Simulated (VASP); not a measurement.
# HC12 (a cell with a defect) in VASP: single point with LDA

Aim: the single point of HC12 (a cell with a defect) with LDA.

Program: VASP 6.6.1. These are calculated values, not measurements. Logs are shortened: lines on timing, memory, paths and dates and some standing lists are left out, and cuts for length are marked.

### 1 The cell of the first run

The cell holds a defect, 13 atoms: a = 4.325 Å, b = 4.325 Å, c = 4.325 Å, α = 80.41°, β = 70.53°, γ = 60.00°.

### 2 Single point, LDA

File INCAR:

```
ALGO = Normal ; EDIFF = 1E-7
ENCUT = 520 ; GGA = CA
ISIF = 2 ; ISMEAR = 0
LASPH = True ; LCHARG = False
LREAL = False ; LWAVE = False
NBANDS = 36 ; NELECT = 48.0
NELM = 80 ; PREC = Accurate
SIGMA = 0.05
```

File KPOINTS:

```
k-points
0
Gamma
  6 6 6
```

File POSCAR:

```
HC12
1.0
    1.7657489870     -3.5314979740     -1.7657489870
    3.5314979740     -1.7657489870      1.7657489870
   -1.7657489870     -3.5314979740      1.7657489870
C H
12 1
Direct
    0.2500000000      1.0000000000      0.2500000000
    0.0833333333      0.3333333333      0.7500000000
    0.9166666667      0.6666666667      0.2500000000
    0.7500000000      1.0000000000      0.7500000000
    0.5833333333      0.3333333333      0.2500000000
    0.4166666667      0.6666666667      0.7500000000
    0.9583333333      0.3333333333      0.1250000000
    0.7916666667      0.6666666667      0.6250000000
    0.6250000000      1.0000000000      0.1250000000
    0.4583333333      0.3333333333      0.6250000000
    0.2916666667      0.6666666667      0.1250000000
    0.1250000000      1.0000000000      0.6250000000
    1.0972222222      0.1388888889      0.4583333333
```

Potentials or basis: VASP PAW LDA potentials, release 64 (C, H).

The run is started by

```
> cat potpaw_LDA.64/C/POTCAR potpaw_LDA.64/H/POTCAR > POTCAR
> mpirun -np 1 vasp_std > vasp.out
```

OUTCAR:

```text
EDIFF = 1E-7
   ENCUT = 520
   GGA = CA
   ISIF = 2
   ISMEAR = 0
   LASPH = True
   LREAL = False
   NELECT = 48.0
   NELM = 80
   PREC = Accurate

 ion  position               nearest neighbor table
   1  0.250  0.000  0.250-  13 1.00  11 1.53   7 1.53  12 1.53   9 1.53
   2  0.083  0.333  0.750-  12 1.53   8 1.53  10 1.53   7 1.53
   3  0.917  0.667  0.250-   8 1.53   9 1.53  11 1.53   7 1.53
   4  0.750  0.000  0.750-   8 1.53   9 1.53  10 1.53  12 1.53
   5  0.583  0.333  0.250-   9 1.53   7 1.53  10 1.53  11 1.53
   6  0.417  0.667  0.750-   8 1.53  11 1.53  12 1.53  10 1.53
   7  0.958  0.333  0.125-   1 1.53   2 1.53   5 1.53   3 1.53
   8  0.792  0.667  0.625-   4 1.53   3 1.53   2 1.53   6 1.53
   9  0.625  0.000  0.125-   5 1.53   3 1.53   4 1.53   1 1.53
  10  0.458  0.333  0.625-   2 1.53   4 1.53   5 1.53   6 1.53
  11  0.292  0.667  0.125-   1 1.53   3 1.53   5 1.53   6 1.53
  12  0.125  0.000  0.625-  13 0.86   2 1.53   4 1.53   6 1.53   1 1.53
  13  0.097  0.139  0.458-  12 0.86   1 1.00

  LATTYP: Found a base centered monoclinic cell.
 ALAT       =     4.3251840320
 B/A-ratio  =     1.7320508076
 C/A-ratio  =     1.0000000000
 COS(beta)  =    -0.3333333333

  Lattice vectors:

 A1 = (   1.7657489870,   1.7657489870,   3.5314979740)
 A2 = (  -3.5314979740,   1.7657489870,  -1.7657489870)
 A3 = (  -1.7657489870,  -3.5314979740,   1.7657489870)

Analysis of symmetry for initial positions (statically):
=====================================================================
 Subroutine PRICEL returns:
 Original cell was already a primitive cell.

 Routine SETGRP: Setting up the symmetry group for a
 base centered monoclinic supercell.

 Subroutine GETGRP returns: Found  1 space group operations
 (whereof  1 operations were pure point group operations)
 out of a pool of  4 trial point group operations.

The static configuration has the point symmetry C_1 .

Analysis of symmetry for dynamics (positions and initial velocities):
=====================================================================
 Subroutine PRICEL returns:
 Original cell was already a primitive cell.

 Routine SETGRP: Setting up the symmetry group for a
 base centered monoclinic supercell.

 Subroutine GETGRP returns: Found  1 space group operations
 (whereof  1 operations were pure point group operations)
 out of a pool of  4 trial point group operations.

The dynamic configuration has the point symmetry C_1 .

 Subroutine INISYM returns: Found  1 space group operations
 (whereof  1 operations are pure point group operations),
 and found     1 'primitive' translations

----------------------------------------------------------------------------------------

                                     Primitive cell

  volume of cell :      66.0645

  direct lattice vectors                    reciprocal lattice vectors
     1.765748987 -3.531497974 -1.765748987     0.047194326 -0.141582978 -0.235971630
     3.531497974 -1.765748987  1.765748987     0.188777304  0.000000000  0.188777304
    -1.765748987 -3.531497974  1.765748987    -0.141582978 -0.141582978  0.141582978

  length of vectors
     4.325184032  4.325184032  4.325184032     0.279205398  0.266971424  0.245228911

  position of ions in fractional coordinates (direct lattice)
     0.250000000  0.000000000  0.250000000
     0.083333333  0.333333333  0.750000000
     0.916666667  0.666666667  0.250000000
     0.750000000  0.000000000  0.750000000
     0.583333333  0.333333333  0.250000000
     0.416666667  0.666666667  0.750000000
     0.958333333  0.333333333  0.125000000
     0.791666667  0.666666667  0.625000000
     0.625000000  0.000000000  0.125000000
     0.458333333  0.333333333  0.625000000
     0.291666667  0.666666667  0.125000000
     0.125000000  0.000000000  0.625000000
     0.097222222  0.138888889  0.458333333

  ion indices of the primitive-cell ions
   primitive index   ion index
                 1           1
                 2           2
                 3           3
                 4           4
                 5           5
                 6           6
                 7           7
                 8           8
                 9           9
                10          10
                11          11
                12          12
                13          13

----------------------------------------------------------------------------------------

 KPOINTS: k-points

Automatic generation of k-mesh.
 Grid dimensions read from file:
 generate k-points for:    6    6    6

 Generating k-lattice:

  Cartesian coordinates                     Fractional coordinates (reciprocal lattice)
     0.007865721 -0.023597163 -0.039328605     0.166666667 -0.000000000 -0.000000000
     0.031462884  0.000000000  0.031462884     0.000000000  0.166666667  0.000000000
    -0.023597163 -0.023597163  0.023597163     0.000000000  0.000000000  0.166666667

  Length of vectors
     0.046534233  0.044495237  0.040871485

  Shift w.r.t. Gamma in fractional coordinates (k-lattice)
     0.000000000  0.000000000  0.000000000

 Subroutine IBZKPT returns following result:
 ===========================================

 Found    112 irreducible k-points:

 Following reciprocal coordinates:
            Coordinates               Weight
  0.000000  0.000000  0.000000      1.000000
  0.166667  0.000000  0.000000      2.000000
 -0.166667 -0.166667 -0.000000      2.000000
  0.333333 -0.000000  0.000000      2.000000
 -0.333333 -0.333333 -0.000000      2.000000
  0.500000 -0.000000  0.000000      1.000000
[... 16 lines left out ...]
 -0.166667 -0.166667 -0.166667      2.000000
  0.333333 -0.000000  0.166667      2.000000
 [... further k-points ...]
   k-points           NKPTS =    112   k-points in BZ     NKDIM =    112   number of bands    NBANDS=     36
   number of dos      NEDOS =    301   number of ions     NIONS =     13
   total plane-waves  NPLWV =  32768
   dimension x,y,z NGX =    32 NGY =   32 NGZ =   32
   dimension x,y,z NGXF=    64 NGYF=   64 NGZF=   64
   ions per type =              12   1
   NGX,Y,Z   is equivalent  to a cutoff of  12.30, 12.30, 12.30 a.u.
   NGXF,Y,Z  is equivalent  to a cutoff of  24.60, 24.60, 24.60 a.u.
 SYSTEM =  unknown system
   PREC   = accura    normal or accurate (medium, high low for compatibility)
   ISTART =      0    job   : 0-new  1-cont  2-samecut
   ICHARG =      2    charge: 1-file 2-atom 10-const
   ISPIN  =      1    spin polarized calculation?
   LNONCOLLINEAR =      F non collinear calculations
   LSORBIT =      F    spin-orbit coupling
   LASPH  =      T    aspherical Exc in radial PAW
   ENCUT  =  520.0 eV  38.22 Ry    6.18 a.u.   8.04  8.04  8.04*2*pi/ulx,y,z
   NELM   =     80;   NELMIN=  2; NELMDL= -5     # of ELM steps
   EDIFF  = 0.1E-06   stopping-criterion for ELM
   LREAL  =      F    real-space projection
   EDIFFG = 0.1E-05   stopping-criterion for IOM
   NSW    =      0    number of steps for IOM
   IBRION =     -1    ionic relax: 0-MD 1-quasi-New 2-CG
   NFREE  =      0    steps in history (QN), initial steepest desc. (CG)
   ISIF   =      2    stress and relaxation
   ISYM   =      2    0-nonsym 1-usesym 2-fastsym
   POTIM  = 0.5000    time-step for ionic-motion
   TEBEG  =    0.0;   TEEND  =   0.0 temperature during run
   PSTRESS=    0.0 pullay stress
   NELECT =      48.0000    total number of electrons
   NUPDOWN=      -1.0000    fix difference up-down
   EMIN   =  10.00;   EMAX   =-10.00  energy-range for DOS
   EFERMI =   0.00;   METHOD = LEGACY
   ISMEAR =     0;   SIGMA  =   0.05  broadening in eV -4-tet -1-fermi 0-gaus
   EFERMI_NEDOS =   21; number of points for ismear=-14 and -15
   IALGO  =     38    algorithm
   IMIX   =      4    mixing-type and parameters
     AMIX     =   0.40;   BMIX     =  1.00
     AMIX_MAG =   1.60;   BMIX_MAG =  1.00
  volume/ion in A,a.u.               =       5.08        34.29
  Fermi-wavevector in a.u.,A,eV,Ry     =   1.471745  2.781195 29.470667  2.166033
  Thomas-Fermi vector in A             =   2.586844
   LORBIT       =      0    0 simple, 1 ext, 2 COOP (PROOUT), +10 PAW based schemes
   GGA     = CA    functional components
   LHFCALC =     F    Hartree Fock is set to
   AEXX    =    0.0000 exact exchange contribution
   IVDW    =     0    specifies the selected vdW correction
   LEPSILON=     F    determine dielectric tensor
   LRPA    =     F    only Hartree local field effects (RPA)
 non-spin polarized calculation
 Gauss-broadening in eV      SIGMA  =   0.05
  energy-cutoff  :      520.00
  volume of cell :       66.06
 maximum number of plane-waves:      1807
   NGX = 17   NGY = 17   NGZ = 17

 number of electron      47.9999998 magnetization

 Free energy of the ion-electron system (eV)
  ---------------------------------------------------
  ext. energy  EPLUGINS =         0.00000000
  ---------------------------------------------------
  free energy    TOTEN  =      -128.98335860 eV

  energy without entropy =     -128.98335860  energy(sigma->0) =     -128.98335860

 E-fermi :  10.5366     XC(G=0): -13.6312

 val. band max:       10.2854727675   @ k =   0.0000   0.0000   0.0000
 cond. band min:      13.8854784834   @ k =  -0.3333   0.3333   0.3333
 fundamental gap:      3.6000057158
 Fermi energy:        10.5366037234

 k-point     1 :       0.0000    0.0000    0.0000
  band No.  band energies     occupation
      1     -12.7792      2.00000
      2      -8.1140      2.00000
      3      -5.4549      2.00000
      4      -3.8666      2.00000
      5      -3.5061      2.00000
      6      -3.3268      2.00000
[... 28 lines left out ...]
     35      19.7705      0.00000
     36      20.7208      0.00000

 k-point     2 :       0.1667    0.0000    0.0000
  band No.  band energies     occupation
      1     -12.6129      2.00000
      2      -8.2744      2.00000
      3      -5.4121      2.00000
      4      -4.8904      2.00000
      5      -4.4209      2.00000
      6      -3.5824      2.00000
[... 28 lines left out ...]
     35      20.1948      0.00000
     36      20.5451      0.00000

 k-point     3 :      -0.1667   -0.1667   -0.0000
  band No.  band energies     occupation
      1     -12.6129      2.00000
      2      -8.2702      2.00000
      3      -5.4292      2.00000
      4      -4.8912      2.00000
      5      -4.4065      2.00000
      6      -3.5814      2.00000
[... 28 lines left out ...]
     35      20.1815      0.00000
     36      20.5188      0.00000

 k-point     4 :       0.3333   -0.0000    0.0000
  band No.  band energies     occupation
      1     -12.2052      2.00000
      2      -8.6616      2.00000
      3      -6.3722      2.00000
      4      -5.2453      2.00000
      5      -4.9847      2.00000
      6      -4.1344      2.00000
[... 28 lines left out ...]
     35      20.3254      0.00000
     36      20.5923      0.00000

 k-point     5 :      -0.3333   -0.3333   -0.0000
  band No.  band energies     occupation
      1     -12.2055      2.00000
      2      -8.6519      2.00000
      3      -6.3806      2.00000
      4      -5.2789      2.00000
      5      -4.9584      2.00000
      6      -4.1292      2.00000
[... 655 lines left out ...]
 k-point    22 :       0.1667   -0.0000    0.1667
  band No.  band energies     occupation
      1     -12.5672      2.00000
      2      -8.2954      2.00000
      3      -5.7302      2.00000
      4      -4.4563      2.00000
      5      -4.2241      2.00000
      6      -3.6204      2.00000
[... 28 lines left out ...]
     35      20.5833      0.00000
     36      21.3682      0.00000

 k-point    23 :      -0.1667   -0.1667   -0.1667
  band No.  band energies     occupation
      1     -12.5661      2.00000
      2      -8.3058      2.00000
      3      -5.7105      2.00000
      4      -4.4468      2.00000
      5      -4.2190      2.00000
      6      -3.6473      2.00000
[... 28 lines left out ...]
     35      20.5594      0.00000
     36      21.3670      0.00000

 k-point    24 :       0.3333   -0.0000    0.1667
  band No.  band energies     occupation
      1     -12.2168      2.00000
      2      -8.4935      2.00000
      3      -6.1512      2.00000
      4      -5.2009      2.00000
      5      -4.7759      2.00000
      6      -4.5386      2.00000
[... 28 lines left out ...]
     35      19.7182      0.00000
     36      20.7671      0.00000

 [... further k-points ...]
[... 5 lines left out ...]
  --------------------------------------------------------------------------------------
  -------------------------------------------------------------------------------------
  Total        1.2566435     -3.8312591     -4.4145051      7.8626176     -3.9994843     -1.6135277
  in kB       30.4757589    -92.9145995   -107.0593164    190.6819545    -96.9943503    -39.1308119
  external PRESSURE =     -56.4993857 kB  Pullay stress =       0.0000000 kB

 VOLUME and BASIS-vectors are now :
 -----------------------------------------------------------------------------
  energy-cutoff  :      520.00
  volume of cell :       66.06
      direct lattice vectors                 reciprocal lattice vectors
     1.765748987 -3.531497974 -1.765748987     0.047194326 -0.141582978 -0.235971630
     3.531497974 -1.765748987  1.765748987     0.188777304  0.000000000  0.188777304
    -1.765748987 -3.531497974  1.765748987    -0.141582978 -0.141582978  0.141582978

 POSITION                                       TOTAL-FORCE (eV/Angst)
 -----------------------------------------------------------------------------------
      0.00000     -1.76575      0.00000         2.873101      5.151876     -9.151352
     -0.00000     -3.53150      1.76575         0.352004     -1.505353      0.880223
      3.53150     -5.29725     -0.00000         0.148234      0.031401      0.009498
      0.00000     -5.29725      0.00000        -0.481792      0.524662      0.347721
      1.76575     -3.53150      0.00000         0.078619      0.013323     -0.035931
      1.76575     -5.29725      1.76575         0.435597     -0.265978     -0.518898
      2.64862     -4.41437     -0.88287         0.590705      1.094454      0.237789
      2.64862     -6.18012      0.88287         0.081125      0.026622      0.116568
      0.88287     -2.64862     -0.88287         0.087494     -0.614431     -0.058401
      0.88287     -4.41437      0.88287        -0.005264      0.118319      0.028331
      2.64862     -2.64862      0.88287        -0.469698      0.153326      0.514964
     -0.88287     -2.64862      0.88287       -17.774954    -10.705897      1.783397
     -0.14715     -2.20719      0.88287        14.084829      5.977677      5.846091
 -----------------------------------------------------------------------------------
    total drift:                                0.000050      0.000168     -0.000188

  FREE ENERGIE OF THE ION-ELECTRON SYSTEM (eV)
  ---------------------------------------------------
  free  energy   TOTEN  =      -128.9833586009 eV

  energy  without entropy=     -128.9833586009  energy(sigma->0) =     -128.98335860
```

Run time: 3.4 min. Hardware: 1 thread of Intel Xeon 8259CL, shared host; peak memory 0.28 GiB.

Results:

```yaml
Free_energy: -128.9834 eV
Largest_force: 20.827 eV/Å
```

Forces in eV/Å, atoms in the order of the input:
```
C     2.873   5.152  -9.151
C     0.352  -1.505   0.880
C     0.148   0.031   0.009
C    -0.482   0.525   0.348
C     0.079   0.013  -0.036
C     0.436  -0.266  -0.519
C     0.591   1.094   0.238
C     0.081   0.027   0.117
C     0.087  -0.614  -0.058
C    -0.005   0.118   0.028
C    -0.470   0.153   0.515
C   -17.775 -10.706   1.783
H    14.085   5.978   5.846
```

Caveat: the cell carries a net charge on a neutralising background, which shifts energy and pressure; the cell is charged against a uniform background, so pressure and absolute levels hang on convention.
